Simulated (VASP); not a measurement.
# Pt (Fd-3m) in VASP: further runs

Pt is run at these levels: PBE; tasks: relaxation of cell and atoms.

All numbers are computed with VASP 6.6.1; they aren't measurements. Logs are shortened: lines on timing, memory, paths and dates and some standing lists are left out, and cuts for length are marked.

**1. The cell of the first run**

The structure is cubic, space group Fd-3m (No. 227). The conventional cell has a = 5.420 Å, b = 5.420 Å, c = 5.420 Å, α = 90.00°, β = 90.00°, γ = 90.00°. Within 3.1 Å of Pt (site symmetry -43m) lie 4 Pt at 2.35 Å.

**2. Relaxation of cell and atoms, PBE, target pressure -2.9 GPa, at which the enthalpy is minimised**

The input, INCAR:

```
SYSTEM = Pt
ALGO = Normal ; EDIFF = 1E-7
EDIFFG = -0.005 ; ENCUT = 600
GGA = PE ; IBRION = 2
ISIF = 3 ; ISMEAR = -1
LASPH = .TRUE. ; LCHARG = .FALSE.
LREAL = .FALSE. ; LWAVE = .FALSE.
NELM = 100 ; NSW = 60
PREC = Accurate ; PSTRESS = -29.0
SIGMA = 0.05
```

The input, KPOINTS:

```
k-points
0
G
  12 12 12
  0 0 0
```

The input, POSCAR:

```
Pt
1.0
    0.0000000000      2.7097843278      2.7097843278
    2.7097843278      0.0000000000      2.7097843278
    2.7097843278      2.7097843278      0.0000000000
Pt
2
Direct
   -0.1250000000     -0.1250000000     -0.1250000000
    0.1250000000      0.1250000000      0.1250000000
```

Potentials or basis: VASP PAW PBE potentials, release 64 (Pt).

Started as:

```sh
> cat potpaw_PBE.64/Pt/POTCAR > POTCAR
> mpirun -np 1 vasp_std > vasp.out
```

OUTCAR:

```text
SYSTEM = Pt
   EDIFF = 1E-7
   EDIFFG = -0.005
   ENCUT = 600
   GGA = PE
   IBRION = 2
   ISIF = 3
   ISMEAR = -1
   LASPH = .TRUE.
   LREAL = .FALSE.
   NELM = 100
   NSW = 60
   PREC = Accurate
   PSTRESS = -29.0

 ion  position               nearest neighbor table
   1  0.875  0.875  0.875-   2 2.35   2 2.35   2 2.35   2 2.35
   2  0.125  0.125  0.125-   1 2.35   1 2.35   1 2.35   1 2.35

  LATTYP: Found a face centered cubic cell.
 ALAT       =     5.4195686556

  Lattice vectors:

 A1 = (   0.0000000000,   2.7097843278,   2.7097843278)
 A2 = (   2.7097843278,   0.0000000000,   2.7097843278)
 A3 = (   2.7097843278,   2.7097843278,   0.0000000000)

Analysis of symmetry for initial positions (statically):
=====================================================================
 Subroutine PRICEL returns:
 Original cell was already a primitive cell.

 Routine SETGRP: Setting up the symmetry group for a
 face centered cubic supercell.

 Subroutine GETGRP returns: Found 48 space group operations
 (whereof 12 operations were pure point group operations)
 out of a pool of 48 trial point group operations.

The static configuration has the point symmetry D_3d.
 The point group associated with its full space group is O_h .

Analysis of symmetry for dynamics (positions and initial velocities):
=====================================================================
 Subroutine PRICEL returns:
 Original cell was already a primitive cell.

 Routine SETGRP: Setting up the symmetry group for a
 face centered cubic supercell.

 Subroutine GETGRP returns: Found 48 space group operations
 (whereof 12 operations were pure point group operations)
 out of a pool of 48 trial point group operations.

The dynamic configuration has the point symmetry D_3d.
 The point group associated with its full space group is O_h .

 Subroutine INISYM returns: Found 48 space group operations
 (whereof 12 operations are pure point group operations),
 and found     1 'primitive' translations

----------------------------------------------------------------------------------------

                                     Primitive cell

  volume of cell :      39.7955

  direct lattice vectors                    reciprocal lattice vectors
     0.000000000  2.709784328  2.709784328    -0.184516530  0.184516530  0.184516530
     2.709784328  0.000000000  2.709784328     0.184516530 -0.184516530  0.184516530
     2.709784328  2.709784328  0.000000000     0.184516530  0.184516530 -0.184516530

  length of vectors
     3.832213747  3.832213747  3.832213747     0.319592004  0.319592004  0.319592004

  position of ions in fractional coordinates (direct lattice)
     0.875000000  0.875000000  0.875000000
     0.125000000  0.125000000  0.125000000

  ion indices of the primitive-cell ions
   primitive index   ion index
                 1           1
                 2           2

----------------------------------------------------------------------------------------

 KPOINTS: k-points

Automatic generation of k-mesh.
 Grid dimensions read from file:
 generate k-points for:   12   12   12

 Generating k-lattice:

  Cartesian coordinates                     Fractional coordinates (reciprocal lattice)
    -0.015376377  0.015376377  0.015376377     0.083333333  0.000000000  0.000000000
     0.015376377 -0.015376377  0.015376377     0.000000000  0.083333333  0.000000000
     0.015376377  0.015376377 -0.015376377     0.000000000  0.000000000  0.083333333

  Length of vectors
     0.026632667  0.026632667  0.026632667

  Shift w.r.t. Gamma in fractional coordinates (k-lattice)
     0.000000000  0.000000000  0.000000000

 Subroutine IBZKPT returns following result:
 ===========================================

 Found     72 irreducible k-points:

 Following reciprocal coordinates:
            Coordinates               Weight
  0.000000  0.000000  0.000000      1.000000
  0.083333  0.000000  0.000000      8.000000
  0.166667  0.000000  0.000000      8.000000
  0.250000  0.000000  0.000000      8.000000
  0.333333  0.000000  0.000000      8.000000
  0.416667  0.000000  0.000000      8.000000
[... 16 lines left out ...]
  0.500000  0.166667  0.000000     24.000000
 -0.416667  0.166667  0.000000     24.000000
 [... further k-points ...]
   k-points           NKPTS =     72   k-points in BZ     NKDIM =     72   number of bands    NBANDS=     14
   number of dos      NEDOS =    301   number of ions     NIONS =      2
   total plane-waves  NPLWV =  32768
   dimension x,y,z NGX =    32 NGY =   32 NGZ =   32
   dimension x,y,z NGXF=    64 NGYF=   64 NGZF=   64
   ions per type =               2
   NGX,Y,Z   is equivalent  to a cutoff of  13.88, 13.88, 13.88 a.u.
   NGXF,Y,Z  is equivalent  to a cutoff of  27.76, 27.76, 27.76 a.u.
 SYSTEM =  Pt
   PREC   = accura    normal or accurate (medium, high low for compatibility)
   ISTART =      0    job   : 0-new  1-cont  2-samecut
   ICHARG =      2    charge: 1-file 2-atom 10-const
   ISPIN  =      1    spin polarized calculation?
   LNONCOLLINEAR =      F non collinear calculations
   LSORBIT =      F    spin-orbit coupling
   LASPH  =      T    aspherical Exc in radial PAW
   ENCUT  =  600.0 eV  44.10 Ry    6.64 a.u.   7.65  7.65  7.65*2*pi/ulx,y,z
   NELM   =    100;   NELMIN=  2; NELMDL= -5     # of ELM steps
   EDIFF  = 0.1E-06   stopping-criterion for ELM
   LREAL  =      F    real-space projection
   EDIFFG = -.5E-02   stopping-criterion for IOM
   NSW    =     60    number of steps for IOM
   IBRION =      2    ionic relax: 0-MD 1-quasi-New 2-CG
   NFREE  =      1    steps in history (QN), initial steepest desc. (CG)
   ISIF   =      3    stress and relaxation
   ISYM   =      2    0-nonsym 1-usesym 2-fastsym
   POTIM  = 0.5000    time-step for ionic-motion
   TEBEG  =    0.0;   TEEND  =   0.0 temperature during run
   PSTRESS=  -29.0 pullay stress
   NELECT =      20.0000    total number of electrons
   NUPDOWN=      -1.0000    fix difference up-down
   EMIN   =  10.00;   EMAX   =-10.00  energy-range for DOS
   EFERMI =   0.00;   METHOD = LEGACY
   ISMEAR =    -1;   SIGMA  =   0.05  broadening in eV -4-tet -1-fermi 0-gaus
   EFERMI_NEDOS =   21; number of points for ismear=-14 and -15
   IALGO  =     38    algorithm
   IMIX   =      4    mixing-type and parameters
     AMIX     =   0.40;   BMIX     =  1.00
     AMIX_MAG =   1.60;   BMIX_MAG =  1.00
  volume/ion in A,a.u.               =      19.90       134.28
  Fermi-wavevector in a.u.,A,eV,Ry     =   1.301588  2.459644 23.050046  1.694131
  Thomas-Fermi vector in A             =   2.432712
   LORBIT       =      0    0 simple, 1 ext, 2 COOP (PROOUT), +10 PAW based schemes
   GGA     = PE    functional components
   LHFCALC =     F    Hartree Fock is set to
   AEXX    =    0.0000 exact exchange contribution
   IVDW    =     0    specifies the selected vdW correction
   LEPSILON=     F    determine dielectric tensor
   LRPA    =     F    only Hartree local field effects (RPA)
 conjugate gradient relaxation of ions
 non-spin polarized calculation
  energy-cutoff  :      600.00
  volume of cell :       39.80
 maximum number of plane-waves:      1363
   NGX = 15   NGY = 15   NGZ = 15

--------------------------------------- Ionic step        1  -------------------------------------------

 number of electron      19.9999999 magnetization

 Free energy of the ion-electron system (eV)
  ---------------------------------------------------
  ext. energy  EPLUGINS =         0.00000000
  ---------------------------------------------------
  free energy    TOTEN  =        -9.33124129 eV

  energy without entropy =       -9.29972080  energy(sigma->0) =       -9.31548104

------------------------ aborting loop because EDIFF is reached ----------------------------------------

  FORCE on cell =-STRESS in cart. coord.  units (eV):
  Direction    XX          YY          ZZ          XY          YZ          ZX
  --------------------------------------------------------------------------------------
  -------------------------------------------------------------------------------------
  Total        8.7568519      8.7568519      8.7568519      0.0000000     -0.0000000     -0.0000000
  in kB      352.5529970    352.5529970    352.5529970      0.0000000     -0.0000000     -0.0000000
  external PRESSURE =     381.5529970 kB  Pullay stress =     -29.0000000 kB

 VOLUME and BASIS-vectors are now :
 -----------------------------------------------------------------------------
  energy-cutoff  :      600.00
  volume of cell :       39.80
      direct lattice vectors                 reciprocal lattice vectors
     0.000000000  2.709784328  2.709784328    -0.184516530  0.184516530  0.184516530
     2.709784328  0.000000000  2.709784328     0.184516530 -0.184516530  0.184516530
     2.709784328  2.709784328  0.000000000     0.184516530  0.184516530 -0.184516530
[... 956 lines left out ...]
  FREE ENERGIE OF THE ION-ELECTRON SYSTEM (eV)
  ---------------------------------------------------
  free  energy   TOTEN  =       -10.0526067108 eV

  energy  without entropy=      -10.0036954953  energy(sigma->0) =      -10.02815110

  enthalpy is  TOTEN    =       -10.9542830389 eV   P V=       -0.9016763281

--------------------------------------- Ionic step        5  -------------------------------------------

 number of electron      19.9999999 magnetization

 Free energy of the ion-electron system (eV)
  ---------------------------------------------------
  ext. energy  EPLUGINS =         0.00000000
  ---------------------------------------------------
  free energy    TOTEN  =       -10.06276636 eV

  energy without entropy =      -10.01458872  energy(sigma->0) =      -10.03867754

 E-fermi :   4.7391     XC(G=0): -10.2988

 val. band max:        4.7371735278   @ k =  -0.2500   0.0833   0.0000
 cond. band min:       4.7392463207   @ k =  -0.4167   0.4167   0.0833
 fundamental gap:      0.0020727929
 Fermi energy:         4.7391339452

 k-point     1 :       0.0000    0.0000    0.0000
  band No.  band energies     occupation
      1      -2.0502      2.00000
      2       0.4764      2.00000
      3       0.4764      2.00000
      4       0.6070      2.00000
      5       0.6070      2.00000
      6       0.6070      2.00000
      7       2.9789      2.00000
      8       2.9789      2.00000
      9       2.9789      2.00000
     10       4.6390      1.76216
     11       4.6390      1.76216
     12      15.0118      0.00000
     13      15.2351      0.00000
     14      16.0671      0.00000
[... 413 lines left out ...]
 POSITION                                       TOTAL-FORCE (eV/Angst)
 -----------------------------------------------------------------------------------
      5.09411      5.09411      5.09411         0.000000      0.000000      0.000000
      0.72773      0.72773      0.72773        -0.000000     -0.000000     -0.000000
 -----------------------------------------------------------------------------------
    total drift:                                0.000000      0.000000     -0.000000

  FREE ENERGIE OF THE ION-ELECTRON SYSTEM (eV)
  ---------------------------------------------------
  free  energy   TOTEN  =       -10.0627663650 eV

  energy  without entropy=      -10.0145887151  energy(sigma->0) =      -10.03867754

  enthalpy is  TOTEN    =       -10.9556763357 eV   P V=       -0.8929099707

 reached required accuracy - stopping structural energy minimisation
```

Run time: 1.8 min. Hardware: 1 thread of Intel Xeon Platinum 8259CL at 2.50GHz (Skylake/Cascade Lake), shared host; peak memory 0.21 GiB.

Results:

| Quantity | Value |
| --- | --- |
| Free energy | -10.0628 eV |
| Relaxed volume | 24.67 Å³/atom |
| Relaxed cell | a = 4.117 Å, b = 4.117 Å, c = 4.117 Å, α = 60.00°, β = 60.00°, γ = 60.00° |
| Space group after relaxing (to 0.05 Å) | Fd-3m (No. 227) |
| Energy change on relaxing (the enthalpy is what falls) | -365.8 meV/atom |
| Ionic steps | 5 |
| Pressure after relaxing | -2.9 GPa |
| Band gap on the k mesh | zero (band 10 reaches 4.93 eV, above the bottom of band 11 at 4.34 eV) |

The path:
```tsv
step	energy change (eV)	largest force (eV/Å)	pressure (GPa)	volume (Å³)
1	0.0000	0.0000	35.26	39.80
2	1.1864	0.0000	-14.76	73.80
3	-0.6946	0.0000	-5.44	50.74
4	-0.7214	0.0000	-3.81	49.82
5	-0.7315	0.0000	-2.88	49.33
```

Final structure:
```
Pt
1.0
     0.00000    2.91092    2.91092
     2.91092    0.00000    2.91092
     2.91092    2.91092    0.00000
Pt
2
Cartesian
  5.0941 5.0941 5.0941
  0.7277 0.7277 0.7277
```

Levels at points of the mesh, in eV from the Fermi level:
```
           k point  band 8  band 9  band 10  band 11  band 12  band 13
(0.00, 0.00, 0.00)   -1.76   -1.76    -0.10    -0.10    10.27    10.50
(0.50, 0.00, 0.00)   -1.31   -1.18    -0.40    -0.40     0.72     7.82
(0.50, 0.50, 0.00)   -2.34   -0.15    -0.15     1.25     1.25     3.91
```

Caveat: the cell is relaxed towards a set pressure, so the enthalpy falls and the energy may rise; the volume moved by over 15 % at a fixed basis, so the end points are rough; spin-orbit coupling is left out, which moves the levels of the heavy elements.

(Continued in part 2 of 2.)
